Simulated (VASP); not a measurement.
# CaO in VASP: further runs

Runs on CaO. Level: PBE. Tasks: single point.

Everything below comes from runs of VASP 6.6.1. Logs are shortened: lines on timing, memory, paths and dates and some standing lists are left out, and cuts for length are marked.

### Step 1. The cell of the first run

Symmetry: I4/mmm, No. 139, tetragonal system. The conventional cell has a = 3.391 Å, b = 3.391 Å, c = 4.689 Å, α = 90.00°, β = 90.00°, γ = 90.00°. Within 3.1 Å of Ca (site symmetry 4/mmm) lie 6 O at 2.34 to 2.40 Å. Within 3.1 Å of O (site symmetry 4/mmm) lie 6 Ca at 2.34 to 2.40 Å.

### Step 2. Single point, PBE (uniaxial x strain -2.2%)

File INCAR:

```
SYSTEM = CaO
PREC = Accurate
ENCUT = 520
EDIFF = 1E-7
ISMEAR = -1
SIGMA = 0.02
LREAL = .False.
LASPH = .True.
NELM = 60
ALGO = Normal
ISIF = 2
LWAVE = .False.
LCHARG = .False.
GGA = PE
NBANDS = 15
```

File KPOINTS:

```
regular mesh
0
Gamma
  10 10 10
  0 0 0
```

File POSCAR:

```
CaO
1.0
    0.0000000000      2.3975501188      2.3975501188
    2.3443245062      0.0000000000      2.3975501188
    2.3443245062      2.3975501188      0.0000000000
Ca O
1 1
Direct
    0.0000000000      0.0000000000      0.0000000000
    0.5000000000      0.5000000000      0.5000000000
```

Potentials or basis: VASP PAW PBE potentials, release 64 (Ca_sv, O).

Started as:

```console
> cat potpaw_PBE.64/Ca_sv/POTCAR potpaw_PBE.64/O/POTCAR > POTCAR
> mpirun -np 1 vasp_std > vasp.out
```

OUTCAR:

```text
SYSTEM = CaO
   PREC = Accurate
   ENCUT = 520
   EDIFF = 1E-7
   ISMEAR = -1
   LREAL = .False.
   LASPH = .True.
   NELM = 60
   ISIF = 2
   GGA = PE

 ion  position               nearest neighbor table
   1  0.000  0.000  0.000-   2 2.34   2 2.34   2 2.40   2 2.40   2 2.40   2 2.40
   2  0.500  0.500  0.500-   1 2.34   1 2.34   1 2.40   1 2.40   1 2.40   1 2.40

  LATTYP: Found a body centered tetragonal cell.
 ALAT       =     3.3906478945
 C/A-ratio  =     1.3828180213

  Lattice vectors:

 A1 = (  -2.3443245062,   0.0000000000,  -2.3975501188)
 A2 = (  -2.3443245062,   0.0000000000,   2.3975501188)
 A3 = (   2.3443245062,   2.3975501188,   0.0000000000)

Analysis of symmetry for initial positions (statically):
=====================================================================
 Subroutine PRICEL returns:
 Original cell was already a primitive cell.

 Routine SETGRP: Setting up the symmetry group for a
 body centered tetragonal supercell.

 Subroutine GETGRP returns: Found 16 space group operations
 (whereof 16 operations were pure point group operations)
 out of a pool of 16 trial point group operations.

The static configuration has the point symmetry D_4h.

Analysis of symmetry for dynamics (positions and initial velocities):
=====================================================================
 Subroutine PRICEL returns:
 Original cell was already a primitive cell.

 Routine SETGRP: Setting up the symmetry group for a
 body centered tetragonal supercell.

 Subroutine GETGRP returns: Found 16 space group operations
 (whereof 16 operations were pure point group operations)
 out of a pool of 16 trial point group operations.

The dynamic configuration has the point symmetry D_4h.

 Subroutine INISYM returns: Found 16 space group operations
 (whereof 16 operations are pure point group operations),
 and found     1 'primitive' translations

----------------------------------------------------------------------------------------

                                     Primitive cell

  volume of cell :      26.9515

  direct lattice vectors                    reciprocal lattice vectors
     0.000000000  2.397550119  2.397550119    -0.213281053  0.208546214  0.208546214
     2.344324506  0.000000000  2.397550119     0.213281053 -0.208546214  0.208546214
     2.344324506  2.397550119  0.000000000     0.213281053  0.208546214 -0.208546214

  length of vectors
     3.390647894  3.353222922  3.353222922     0.363966831  0.363966831  0.363966831

[... 91 lines left out ...]
   NELECT =      16.0000    total number of electrons
   NUPDOWN=      -1.0000    fix difference up-down
   EMIN   =  10.00;   EMAX   =-10.00  energy-range for DOS
   EFERMI =   0.00;   METHOD = LEGACY
   ISMEAR =    -1;   SIGMA  =   0.02  broadening in eV -4-tet -1-fermi 0-gaus
   EFERMI_NEDOS =   21; number of points for ismear=-14 and -15
   IALGO  =     38    algorithm
   IMIX   =      4    mixing-type and parameters
     AMIX     =   0.40;   BMIX     =  1.00
     AMIX_MAG =   1.60;   BMIX_MAG =  1.00
  volume/ion in A,a.u.               =      13.48        90.94
  Fermi-wavevector in a.u.,A,eV,Ry     =   1.375901  2.600075 25.757230  1.893103
  Thomas-Fermi vector in A             =   2.501194
   LORBIT       =      0    0 simple, 1 ext, 2 COOP (PROOUT), +10 PAW based schemes
   GGA     = PE    functional components
   LHFCALC =     F    Hartree Fock is set to
   AEXX    =    0.0000 exact exchange contribution
   IVDW    =     0    specifies the selected vdW correction
   LEPSILON=     F    determine dielectric tensor
   LRPA    =     F    only Hartree local field effects (RPA)
 non-spin polarized calculation
  energy-cutoff  :      520.00
  volume of cell :       26.95
 maximum number of plane-waves:       740
 NGX is ok and might be reduce to    28
   NGX = 13   NGY = 13   NGZ = 13

 number of electron      15.9999996 magnetization

 Free energy of the ion-electron system (eV)
  ---------------------------------------------------
  ext. energy  EPLUGINS =         0.00000000
  ---------------------------------------------------
  free energy    TOTEN  =       -12.77447460 eV

  energy without entropy =      -12.77447460  energy(sigma->0) =      -12.77447460

 E-fermi :   3.0840     XC(G=0): -10.6193

 val. band max:        2.5634205787   @ k =   0.0000   0.0000   0.0000
 cond. band min:       6.0963664246   @ k =   0.0000   0.5000   0.5000
 fundamental gap:      3.5329458459
 Fermi energy:         3.0839640664

 k-point     1 :       0.0000    0.0000    0.0000
  band No.  band energies     occupation
      1     -34.9947      2.00000
      2     -15.7408      2.00000
      3     -15.7408      2.00000
      4     -15.7274      2.00000
      5     -13.0712      2.00000
      6       2.4990      2.00000
      7       2.4990      2.00000
      8       2.5634      2.00000
      9       7.4570      0.00000
     10       8.7688      0.00000
     11       8.7688      0.00000
     12       8.9239      0.00000
     13      10.2685      0.00000
     14      10.5044      0.00000
[... 401 lines left out ...]
      2     -16.4520      2.00000
      3     -15.9538      2.00000
      4     -15.9165      2.00000
      5     -12.5236      2.00000
      6       0.8079      2.00000
      7       1.9726      2.00000
      8       2.0902      2.00000
      9       6.8581      0.00000
     10      10.4078      0.00000
     11      11.5075      0.00000
     12      11.5356      0.00000
     13      11.6952      0.00000
     14      13.4987      0.00000
     15      18.4384      0.00000

 [... further k-points ...]

------------------------ aborting loop because EDIFF is reached ----------------------------------------

  FORCE on cell =-STRESS in cart. coord.  units (eV):
  Direction    XX          YY          ZZ          XY          YZ          ZX
  --------------------------------------------------------------------------------------
  -------------------------------------------------------------------------------------
  Total        1.5157999      0.7599724      0.7599724      0.0000000      0.0000000      0.0000000
  in kB       90.1092461     45.1778239     45.1778239      0.0000000      0.0000000      0.0000000
  external PRESSURE =      60.1549646 kB  Pullay stress =       0.0000000 kB

 VOLUME and BASIS-vectors are now :
 -----------------------------------------------------------------------------
  energy-cutoff  :      520.00
  volume of cell :       26.95
      direct lattice vectors                 reciprocal lattice vectors
     0.000000000  2.397550119  2.397550119    -0.213281053  0.208546214  0.208546214
     2.344324506  0.000000000  2.397550119     0.213281053 -0.208546214  0.208546214
     2.344324506  2.397550119  0.000000000     0.213281053  0.208546214 -0.208546214

 POSITION                                       TOTAL-FORCE (eV/Angst)
 -----------------------------------------------------------------------------------
      0.00000      0.00000      0.00000        -0.000000      0.000000     -0.000000
      2.34432      2.39755      2.39755         0.000000     -0.000000      0.000000
 -----------------------------------------------------------------------------------
    total drift:                                0.000000      0.000000      0.000000

  FREE ENERGIE OF THE ION-ELECTRON SYSTEM (eV)
  ---------------------------------------------------
  free  energy   TOTEN  =       -12.7744746030 eV

  energy  without entropy=      -12.7744746030  energy(sigma->0) =      -12.77447460
```

stdout:

```text
POSCAR found type information on POSCAR CaO
 POSCAR found :  2 types and       2 ions
 scaLAPACK will be used
 LDA part: xc-table for (Slater+PW92), standard interpolation
 POSCAR, INCAR and KPOINTS ok, starting setup
 FFT: planning ... GRIDC
 FFT: planning ... GRID_SOFT
 FFT: planning ... GRID
 WAVECAR not read
 entering main loop
```

It took 31 s on 1 thread of Intel Xeon Platinum 8559C (Emerald Rapids), shared host; peak memory 0.18 GiB.

Results:

```
Free energy            : -12.7745 eV
Pressure               : 6.0 GPa
Band gap on the k mesh : 3.53 eV (least direct gap 3.97 eV)
```

Caveat: the cell differs from its parent crystal (uniaxial x strain -2.2%); the cell stands under pressure.

### Step 3. Single point, PBE (epitaxial 111 strain +1.5%)

File INCAR:

```
SYSTEM = CaO
  ALGO = Normal
  EDIFF = 1E-6
  ENCUT = 520
  GGA = PE
  ISIF = 2
  ISMEAR = -1
  LASPH = .True.
  LCHARG = .False.
  LREAL = .False.
  LWAVE = .False.
  NBANDS = 15
  NELM = 60
  PREC = Accurate
  SIGMA = 0.02
```

File KPOINTS:

```
k-points
0
Gamma
  10 10 10
  0 0 0
```

File POSCAR:

```
CaO
1.0
   -0.0389607241      2.3955116665      2.3955116665
    2.3955116665     -0.0389607241      2.3955116665
    2.3955116665      2.3955116665     -0.0389607241
Ca O
1 1
Direct
    0.0000000000      0.0000000000      0.0000000000
    0.5000000000      0.5000000000      0.5000000000
```

Potentials or basis: VASP PAW PBE potentials, release 64 (Ca_sv, O).

Started as:

```console
> cat potpaw_PBE.64/Ca_sv/POTCAR potpaw_PBE.64/O/POTCAR > POTCAR
> mpirun -np 1 vasp_std > vasp.out
```

It took 32 s on 1 thread of Intel Xeon Platinum 8559C (Emerald Rapids), shared host; peak memory 0.19 GiB.

It converged, with:

```yaml
Free_energy: -12.8002 eV
Pressure: 0.6 GPa
Band_gap_on_the_k_mesh: 3.58 eV (least direct gap 3.97 eV)
```

Stress tensor (GPa, compression positive):
```
0.58 1.16 1.16
1.16 0.58 1.16
1.16 1.16 0.58
```

Levels at points of the mesh, in eV from the valence-band top:
```csv
k point,band 4,band 5,band 6,band 7,band 8,band 9,band 10,band 11,band 12,band 13
"(0.00, 0.00, 0.00)",-18.53,-15.56,-0.08,-0.08,0.00,4.53,6.05,6.05,6.30,7.62
"(0.50, 0.00, 0.00)",-18.57,-14.42,-2.66,-1.26,-1.14,6.89,8.08,8.31,8.34,10.23
"(0.50, 0.50, 0.00)",-18.74,-15.32,-1.36,-0.47,-0.39,3.58,7.87,8.75,9.36,9.39
"(0.50, 0.50, 0.50)",-18.59,-14.43,-2.65,-1.31,-1.31,6.97,8.31,8.31,8.33,10.27
```

Caveat: the cell differs from its parent crystal (epitaxial 111 strain +1.5%).
